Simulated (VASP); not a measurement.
# SiGe3 (P6/mmm) in VASP: notebook

Runs on SiGe3. Level: PBE. Tasks: single point, relaxation of cell and atoms.

All numbers are computed with VASP 6.6.1; they aren't measurements. Logs are shortened: lines on timing, memory, paths and dates and some standing lists are left out, and cuts for length are marked.

**1. The cell of the first run**

It takes space group P6/mmm (No. 191, hexagonal). The conventional cell has a = 2.821 Å, b = 2.821 Å, c = 10.597 Å, α = 90.00°, β = 90.00°, γ = 120.00°. Si (site symmetry 6/mmm) has 2 Ge at 2.65 Å and 6 Si at 2.82 Å within 3.5 Å. Within 3.5 Å of Ge (site symmetry 6mm) lie 7 Ge at 2.65 to 2.82 Å and 1 Si at 2.65 Å. Ge (site symmetry 6/mmm) has 8 Ge at 2.65 to 2.82 Å within 3.5 Å.

**2. Single point, PBE**

Input file INCAR:

```
SYSTEM = SiGe3
PREC = Accurate ; ENCUT = 520
EDIFF = 1E-6 ; ISMEAR = 0
SIGMA = 0.1 ; LREAL = .FALSE.
LASPH = .TRUE. ; NELM = 80
ALGO = Normal ; ISIF = 2
LWAVE = .FALSE. ; LCHARG = .FALSE.
GGA = PE ; NBANDS = 31
```

Input file KPOINTS:

```
regular mesh
0
G
  6 6 2
  0 0 0
```

Input file POSCAR:

```
SiGe3
1.0
    2.8212659300      0.0000000000      0.0000000000
   -1.4106329600      2.4432879700      0.0000000000
    0.0000000000      0.0000000000     10.5973308500
Si Ge
1 3
Direct
    0.0000000000      0.0000000000      0.5000000000
    0.0000000000      0.0000000000      0.7500000000
    0.0000000000      0.0000000000      0.0000000000
    0.0000000000      0.0000000000      0.2500000000
```

Potentials or basis: VASP PAW PBE potentials, release 64 (Si, Ge_d).

The run is started by

```bash
$ cat potpaw_PBE.64/Si/POTCAR potpaw_PBE.64/Ge_d/POTCAR > POTCAR
$ mpirun -np 1 vasp_std > vasp.out
```

OUTCAR:

```text
SYSTEM = SiGe3
   PREC = Accurate
   ENCUT = 520
   EDIFF = 1E-6
   ISMEAR = 0
   LREAL = .FALSE.
   LASPH = .TRUE.
   NELM = 80
   ISIF = 2
   GGA = PE

 ion  position               nearest neighbor table
   1  0.000  0.000  0.500-   2 2.65   4 2.65
   2  0.000  0.000  0.750-   1 2.65   3 2.65
   3  0.000  0.000  0.000-   2 2.65   4 2.65
   4  0.000  0.000  0.250-   1 2.65   3 2.65

  LATTYP: Found a hexagonal cell.
 ALAT       =     2.8212659300
 C/A-ratio  =     3.7562325257

  Lattice vectors:

 A1 = (   2.8212659300,   0.0000000000,   0.0000000000)
 A2 = (  -1.4106329600,   2.4432879700,   0.0000000000)
 A3 = (   0.0000000000,   0.0000000000,  10.5973308500)

Analysis of symmetry for initial positions (statically):
=====================================================================
 Subroutine PRICEL returns:
 Original cell was already a primitive cell.

 Routine SETGRP: Setting up the symmetry group for a
 hexagonal supercell.

 Subroutine GETGRP returns: Found 24 space group operations
 (whereof 24 operations were pure point group operations)
 out of a pool of 24 trial point group operations.

The static configuration has the point symmetry D_6h.

Analysis of symmetry for dynamics (positions and initial velocities):
=====================================================================
 Subroutine PRICEL returns:
 Original cell was already a primitive cell.

 Routine SETGRP: Setting up the symmetry group for a
 hexagonal supercell.

 Subroutine GETGRP returns: Found 24 space group operations
 (whereof 24 operations were pure point group operations)
 out of a pool of 24 trial point group operations.

The dynamic configuration has the point symmetry D_6h.

 Subroutine INISYM returns: Found 24 space group operations
 (whereof 24 operations are pure point group operations),
 and found     1 'primitive' translations

----------------------------------------------------------------------------------------

                                     Primitive cell

  volume of cell :      73.0492

  direct lattice vectors                    reciprocal lattice vectors
     2.821265930  0.000000000  0.000000000     0.354450812  0.204642271  0.000000000
    -1.410632960  2.443287970  0.000000000     0.000000000  0.409284543  0.000000000
     0.000000000  0.000000000 10.597330850     0.000000000  0.000000000  0.094363384

  length of vectors
     2.821265930  2.821265931 10.597330850     0.409284543  0.409284543  0.094363384

  position of ions in fractional coordinates (direct lattice)
     0.000000000  0.000000000  0.500000000
     0.000000000  0.000000000  0.750000000
     0.000000000  0.000000000  0.000000000
     0.000000000  0.000000000  0.250000000

  ion indices of the primitive-cell ions
   primitive index   ion index
                 1           1
                 2           2
                 3           3
                 4           4

----------------------------------------------------------------------------------------

 KPOINTS: regular mesh

Automatic generation of k-mesh.
 Grid dimensions read from file:
 generate k-points for:    6    6    2

 Generating k-lattice:

  Cartesian coordinates                     Fractional coordinates (reciprocal lattice)
     0.059075135  0.034107045  0.000000000     0.166666667 -0.000000000  0.000000000
     0.000000000  0.068214090  0.000000000     0.000000000  0.166666667  0.000000000
     0.000000000  0.000000000  0.047181692     0.000000000  0.000000000  0.500000000

  Length of vectors
     0.068214091  0.068214090  0.047181692

  Shift w.r.t. Gamma in fractional coordinates (k-lattice)
     0.000000000  0.000000000  0.000000000

 Subroutine IBZKPT returns following result:
 ===========================================

 Found     14 irreducible k-points:

 Following reciprocal coordinates:
            Coordinates               Weight
  0.000000  0.000000  0.000000      1.000000
  0.166667  0.000000  0.000000      6.000000
  0.333333  0.000000  0.000000      6.000000
  0.500000  0.000000  0.000000      3.000000
  0.166667  0.166667  0.000000      6.000000
  0.333333  0.166667  0.000000     12.000000
  0.333333  0.333333  0.000000      2.000000
  0.000000  0.000000  0.500000      1.000000
  0.166667  0.000000  0.500000      6.000000
  0.333333  0.000000  0.500000      6.000000
  0.500000  0.000000  0.500000      3.000000
  0.166667  0.166667  0.500000      6.000000
  0.333333  0.166667  0.500000     12.000000
  0.333333  0.333333  0.500000      2.000000
   k-points           NKPTS =     14   k-points in BZ     NKDIM =     14   number of bands    NBANDS=     31
   number of dos      NEDOS =    301   number of ions     NIONS =      4
   total plane-waves  NPLWV =  46080
   dimension x,y,z NGX =    24 NGY =   24 NGZ =   80
   dimension x,y,z NGXF=    48 NGYF=   48 NGZF=  160
   ions per type =               1   3
   NGX,Y,Z   is equivalent  to a cutoff of  14.14, 14.14, 12.55 a.u.
   NGXF,Y,Z  is equivalent  to a cutoff of  28.28, 28.28, 25.10 a.u.
 SYSTEM =  SiGe3
   PREC   = accura    normal or accurate (medium, high low for compatibility)
   ISTART =      0    job   : 0-new  1-cont  2-samecut
   ICHARG =      2    charge: 1-file 2-atom 10-const
   ISPIN  =      1    spin polarized calculation?
   LNONCOLLINEAR =      F non collinear calculations
   LSORBIT =      F    spin-orbit coupling
   LASPH  =      T    aspherical Exc in radial PAW
   ENCUT  =  520.0 eV  38.22 Ry    6.18 a.u.   5.25  5.25 19.70*2*pi/ulx,y,z
   NELM   =     80;   NELMIN=  2; NELMDL= -5     # of ELM steps
   EDIFF  = 0.1E-05   stopping-criterion for ELM
   LREAL  =      F    real-space projection
[... 7 lines left out ...]
   TEBEG  =    0.0;   TEEND  =   0.0 temperature during run
   PSTRESS=    0.0 pullay stress
   NELECT =      46.0000    total number of electrons
   NUPDOWN=      -1.0000    fix difference up-down
   EMIN   =  10.00;   EMAX   =-10.00  energy-range for DOS
   EFERMI =   0.00;   METHOD = LEGACY
   ISMEAR =     0;   SIGMA  =   0.10  broadening in eV -4-tet -1-fermi 0-gaus
   EFERMI_NEDOS =   21; number of points for ismear=-14 and -15
   IALGO  =     38    algorithm
   IMIX   =      4    mixing-type and parameters
     AMIX     =   0.40;   BMIX     =  1.00
     AMIX_MAG =   1.60;   BMIX_MAG =  1.00
  volume/ion in A,a.u.               =      18.26       123.24
  Fermi-wavevector in a.u.,A,eV,Ry     =   1.403209  2.651681 26.789813  1.968996
  Thomas-Fermi vector in A             =   2.525894
   LORBIT       =      0    0 simple, 1 ext, 2 COOP (PROOUT), +10 PAW based schemes
   GGA     = PE    functional components
   LHFCALC =     F    Hartree Fock is set to
   AEXX    =    0.0000 exact exchange contribution
   IVDW    =     0    specifies the selected vdW correction
   LEPSILON=     F    determine dielectric tensor
   LRPA    =     F    only Hartree local field effects (RPA)
 non-spin polarized calculation
 Gauss-broadening in eV      SIGMA  =   0.10
  energy-cutoff  :      520.00
  volume of cell :       73.05
 maximum number of plane-waves:      2000
 NGX is ok and might be reduce to    24
   NGX = 11   NGY = 11   NGZ = 39

 number of electron      45.9999989 magnetization

 Free energy of the ion-electron system (eV)
  ---------------------------------------------------
  ext. energy  EPLUGINS =         0.00000000
  ---------------------------------------------------
  free energy    TOTEN  =       -17.57283547 eV

  energy without entropy =      -17.55645576  energy(sigma->0) =      -17.56464561

 E-fermi :   7.2891     XC(G=0): -11.0943

 val. band max:        7.2803542677   @ k =   0.3333   0.1667   0.5000
 cond. band min:       7.3497931974   @ k =   0.5000   0.0000   0.5000
 fundamental gap:      0.0694389296
 Fermi energy:         7.2890849607

 k-point     1 :       0.0000    0.0000    0.0000
  band No.  band energies     occupation
      1     -17.7644      2.00000
      2     -17.7163      2.00000
      3     -17.7163      2.00000
      4     -17.6419      2.00000
      5     -17.6419      2.00000
      6     -17.6416      2.00000
[... 23 lines left out ...]
     30      16.8406      0.00000
     31      18.5760      0.00000

 k-point     2 :       0.1667    0.0000    0.0000
  band No.  band energies     occupation
      1     -17.7508      2.00000
      2     -17.7172      2.00000
      3     -17.6811      2.00000
      4     -17.6536      2.00000
      5     -17.6506      2.00000
      6     -17.6337      2.00000
[... 23 lines left out ...]
     30      15.1332      0.00000
     31      16.5947      0.00000

 k-point     3 :       0.3333    0.0000    0.0000
  band No.  band energies     occupation
      1     -17.7667      2.00000
      2     -17.6940      2.00000
      3     -17.6818      2.00000
      4     -17.6758      2.00000
      5     -17.6597      2.00000
      6     -17.6264      2.00000
[... 23 lines left out ...]
     30      13.1892      0.00000
     31      14.9876      0.00000

 k-point     4 :       0.5000    0.0000    0.0000
  band No.  band energies     occupation
      1     -17.7797      2.00000
      2     -17.7003      2.00000
      3     -17.6970      2.00000
      4     -17.6960      2.00000
      5     -17.6435      2.00000
      6     -17.6311      2.00000
[... 23 lines left out ...]
     30      12.4791      0.00000
     31      14.3154      0.00000

 k-point     5 :       0.1667    0.1667    0.0000
  band No.  band energies     occupation
      1     -17.7241      2.00000
      2     -17.7229      2.00000
      3     -17.6615      2.00000
      4     -17.6499      2.00000
      5     -17.6493      2.00000
      6     -17.6338      2.00000
[... 23 lines left out ...]
     30      12.7056      0.00000
     31      15.0870      0.00000

 k-point     6 :       0.3333    0.1667    0.0000
  band No.  band energies     occupation
      1     -17.7379      2.00000
      2     -17.6859      2.00000
      3     -17.6760      2.00000
      4     -17.6554      2.00000
      5     -17.6445      2.00000
      6     -17.6414      2.00000
[... 23 lines left out ...]
     30      10.9597      0.00000
     31      11.3748      0.00000

 k-point     7 :       0.3333    0.3333    0.0000
  band No.  band energies     occupation
      1     -17.6742      2.00000
      2     -17.6705      2.00000
      3     -17.6705      2.00000
      4     -17.6554      2.00000
      5     -17.6554      2.00000
      6     -17.5806      2.00000
[... 23 lines left out ...]
     30      12.0413      0.00000
     31      12.0414      0.00000

 k-point     8 :       0.0000    0.0000    0.5000
  band No.  band energies     occupation
      1     -17.7642      2.00000
      2     -17.7163      2.00000
      3     -17.7163      2.00000
      4     -17.6419      2.00000
      5     -17.6419      2.00000
      6     -17.6417      2.00000
[... 23 lines left out ...]
     30      17.9974      0.00000
     31      17.9975      0.00000

 k-point     9 :       0.1667    0.0000    0.5000
  band No.  band energies     occupation
      1     -17.7507      2.00000
      2     -17.7172      2.00000
      3     -17.6811      2.00000
      4     -17.6537      2.00000
      5     -17.6506      2.00000
      6     -17.6336      2.00000
[... 23 lines left out ...]
     30      16.0272      0.00000
     31      16.3034      0.00000

 k-point    10 :       0.3333    0.0000    0.5000
  band No.  band energies     occupation
      1     -17.7667      2.00000
      2     -17.6940      2.00000
      3     -17.6819      2.00000
      4     -17.6758      2.00000
      5     -17.6597      2.00000
      6     -17.6264      2.00000
[... 23 lines left out ...]
     30      14.2007      0.00000
     31      14.2434      0.00000

 k-point    11 :       0.5000    0.0000    0.5000
  band No.  band energies     occupation
      1     -17.7797      2.00000
      2     -17.7002      2.00000
      3     -17.6970      2.00000
      4     -17.6960      2.00000
      5     -17.6435      2.00000
      6     -17.6311      2.00000
[... 23 lines left out ...]
     30      13.5532      0.00000
     31      13.6388      0.00000

 k-point    12 :       0.1667    0.1667    0.5000
  band No.  band energies     occupation
      1     -17.7241      2.00000
      2     -17.7228      2.00000
      3     -17.6615      2.00000
      4     -17.6499      2.00000
      5     -17.6492      2.00000
      6     -17.6338      2.00000
[... 23 lines left out ...]
     30      12.4406      0.00000
     31      12.5257      0.00000

 k-point    13 :       0.3333    0.1667    0.5000
  band No.  band energies     occupation
      1     -17.7379      2.00000
      2     -17.6859      2.00000
      3     -17.6759      2.00000
      4     -17.6554      2.00000
      5     -17.6445      2.00000
      6     -17.6414      2.00000
[... 23 lines left out ...]
     30      12.5940      0.00000
     31      13.1885      0.00000

 k-point    14 :       0.3333    0.3333    0.5000
  band No.  band energies     occupation
      1     -17.6741      2.00000
      2     -17.6705      2.00000
      3     -17.6705      2.00000
      4     -17.6554      2.00000
      5     -17.6554      2.00000
      6     -17.5806      2.00000
[... 23 lines left out ...]
     30      13.1974      0.00000
     31      13.1974      0.00000

------------------------ aborting loop because EDIFF is reached ----------------------------------------

  FORCE on cell =-STRESS in cart. coord.  units (eV):
  Direction    XX          YY          ZZ          XY          YZ          ZX
  --------------------------------------------------------------------------------------
  -------------------------------------------------------------------------------------
  Total       -2.2014706     -2.2014706      6.5633943     -0.0000000      0.0000000      0.0000000
  in kB      -48.2845624    -48.2845625    143.9540542     -0.0000001      0.0000000      0.0000000
  external PRESSURE =      15.7949764 kB  Pullay stress =       0.0000000 kB

 VOLUME and BASIS-vectors are now :
 -----------------------------------------------------------------------------
  energy-cutoff  :      520.00
  volume of cell :       73.05
      direct lattice vectors                 reciprocal lattice vectors
     2.821265930  0.000000000  0.000000000     0.354450812  0.204642271  0.000000000
    -1.410632960  2.443287970  0.000000000     0.000000000  0.409284543  0.000000000
     0.000000000  0.000000000 10.597330850     0.000000000  0.000000000  0.094363384

 POSITION                                       TOTAL-FORCE (eV/Angst)
 -----------------------------------------------------------------------------------
      0.00000      0.00000      5.29867        -0.000000     -0.000000      0.000000
      0.00000      0.00000      7.94800         0.000000     -0.000000     -0.610043
      0.00000      0.00000      0.00000        -0.000000     -0.000000      0.000000
      0.00000      0.00000      2.64933         0.000000      0.000000      0.610043
 -----------------------------------------------------------------------------------
    total drift:                                0.000000     -0.000000     -0.000000

  FREE ENERGIE OF THE ION-ELECTRON SYSTEM (eV)
  ---------------------------------------------------
  free  energy   TOTEN  =       -17.5728354687 eV

  energy  without entropy=      -17.5564557567  energy(sigma->0) =      -17.56464561
```

Wall time 26 s (1 thread of Intel Xeon Platinum 8259CL at 2.50GHz (Skylake/Cascade Lake), shared host); peak memory 0.2 GiB.

What came out:

* Free energy: -17.5728 eV
* Pressure: 1.6 GPa
* Largest force: 0.610 eV/Å
* Band gap on the k mesh: zero (bands 23 and 24 overlap by 9.18 eV)

Forces in eV/Å, atoms in the order of the input:
```
Si   0.000  0.000  0.000
Ge   0.000  0.000 -0.610
Ge   0.000  0.000  0.000
Ge   0.000  0.000  0.610
```

Caveat: the k points lie up to 0.43 Å⁻¹ apart, too coarse for converged energies and pressures of a metal.

**3. Single point, PBE**

This run uses another cell than the first one, of 18.71 Å³/atom.

Input file INCAR:

```
SYSTEM = SiGe3
ALGO = Normal
EDIFF = 1E-6
ENCUT = 520
GGA = PE
ISIF = 2
ISMEAR = 0
LASPH = .TRUE.
LCHARG = .FALSE.
LREAL = .FALSE.
LWAVE = .FALSE.
NBANDS = 31
NELM = 100
PREC = Accurate
SIGMA = 0.1
```

Input file KPOINTS:

```
k-points
0
G
  6 6 2
  0 0 0
```

Input file POSCAR:

```
SiGe3
1.0
    2.7868706913     -0.0000000029      0.0000000000
   -1.3934353432      2.4135008172      0.0000000000
    0.0000000000      0.0000000000     11.1291573283
Si Ge
1 3
Direct
    0.0000000000      0.0000000000      0.5000000000
    0.0000000000      0.0000000000      0.7392527212
    0.0000000000      0.0000000000      0.0000000000
    0.0000000000      0.0000000000      0.2607472788
```

Potentials or basis: VASP PAW PBE potentials, release 64 (Si, Ge_d).

The run is started by

```bash
$ cat potpaw_PBE.64/Si/POTCAR potpaw_PBE.64/Ge_d/POTCAR > POTCAR
$ mpirun -np 1 vasp_std > vasp.out
```

Run time: 24 s. Hardware: 1 thread of Intel Xeon Platinum 8259CL at 2.50GHz (Skylake/Cascade Lake), shared host; peak memory 0.21 GiB.

Results (log left out):

```
Free energy            : -17.8021 eV
Pressure               : -0.1 GPa
Largest force          : 0.012 eV/Å
Band gap on the k mesh : zero (bands 23 and 24 overlap by 7.53 eV)
```

Forces in eV/Å, atoms in the order of the input:
```
Si   0.000  0.000  0.000
Ge   0.000  0.000  0.012
Ge   0.000  0.000  0.000
Ge   0.000  0.000 -0.012
```

Levels at points of the mesh, in eV from the Fermi level:
| k point | band 20 | band 21 | band 22 | band 23 | band 24 | band 25 | band 26 | band 27 |
| --- | --- | --- | --- | --- | --- | --- | --- | --- |
| (0.00, 0.00, 0.00) | -6.10 | -1.65 | -1.63 | 5.03 | 8.09 | 8.87 | 8.87 | 10.07 |
| (0.50, 0.00, 0.00) | -4.78 | -4.76 | -3.94 | -3.14 | -1.62 | 2.88 | 3.05 | 3.12 |
| (0.00, 0.00, 0.50) | -4.77 | -4.47 | 1.58 | 2.44 | 8.91 | 8.91 | 9.70 | 9.70 |
| (0.50, 0.00, 0.50) | -5.40 | -4.71 | -3.96 | -3.54 | -0.16 | 0.37 | 3.70 | 4.45 |

Caveat: the k points lie up to 0.43 Å⁻¹ apart, too coarse for converged energies and pressures of a metal.

(Part 1 of 3 ends here.)
